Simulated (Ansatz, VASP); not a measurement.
**Two plane-wave programs on SrCl2**

Contents of INCAR:

```
PREC = Accurate ; ENCUT = 520
EDIFF = 1E-7 ; ISMEAR = 0
SIGMA = 0.05 ; LREAL = F
LASPH = T ; NELM = 60
ALGO = Normal ; ISIF = 2
LWAVE = F ; LCHARG = T
GGA = PE ; LELF = T
LVHAR = T ; NBANDS = 19
```

The input KPOINTS:

```
Automatic mesh
0
Gamma
  6 6 6
```

Contents of POSCAR:

```
SrCl2
1.0
    0.4373308105      3.7173118892      3.7173118892
    3.7173118892      0.4373308105      3.7173118892
    3.7173118892      3.7173118892      0.4373308105
Sr Cl
1 2
Direct
    0.0000000000      0.0000000000      0.0000000000
    0.2500000000      0.2500000000      0.2500000000
    0.7500000000      0.7500000000      0.7500000000
```

Input for Ansatz:

```yaml
crystal:
  lattice:
    - [0.4373308105, 3.7173118892, 3.7173118892]
    - [3.7173118892, 0.4373308105, 3.7173118892]
    - [3.7173118892, 3.7173118892, 0.4373308105]
  atoms:
    - { symbol: Sr, position: [0.0, 0.0, 0.0] }
    - { symbol: Cl, position: [0.25, 0.25, 0.25] }
    - { symbol: Cl, position: [0.75, 0.75, 0.75] }
basis:
  ecutwfc: 420
kpoints:
  mp_grid: { grid: [6, 6, 6] }
hamiltonian:
  xc: pbe
scf:
  occupations: { method: gaussian, width: 0.05 }
output:
  forces: true
  stress: true
  eigenvalues: true
  write_density: true
  write_potential: true
  elf: true
  volumetric_format: npy
```

Alike in both runs: task single point; functional PBE; k mesh 6 × 6 × 6; occupations gaussian, width 0.05 eV; no spin polarisation.

```csv
,VASP,Ansatz
version,VASP 6.6.1,Ansatz 0.2.0
potentials or method,"VASP PAW PBE potentials, release 64 (Sr_sv, Cl), cutoff 520 eV","scalar-relativistic, plane waves, PAW"
valence electrons in the cell,24,24
```

|  | VASP | Ansatz | Ansatz less VASP |
| --- | --- | --- | --- |
| gap on the k mesh at the Fermi level (eV) | 5.43 | 5.44 | +0.006 |
| least direct gap on the mesh (eV) | 5.50 | 5.50 | +0.002 |
| pressure (GPa) | 2.5 | 2.4 | -0.11 |
| traceless stress, the component that is largest in VASP (GPa) | -0.78 | -0.75 | +0.032 |
| rms of the force components (eV/Å) | 0.137 | 0.130 | -0.0074 |

Atom by atom the forces differ by 0.007 eV/Å (rms over components). The functional is the same, so the differences come from potentials, cutoffs and numerics.
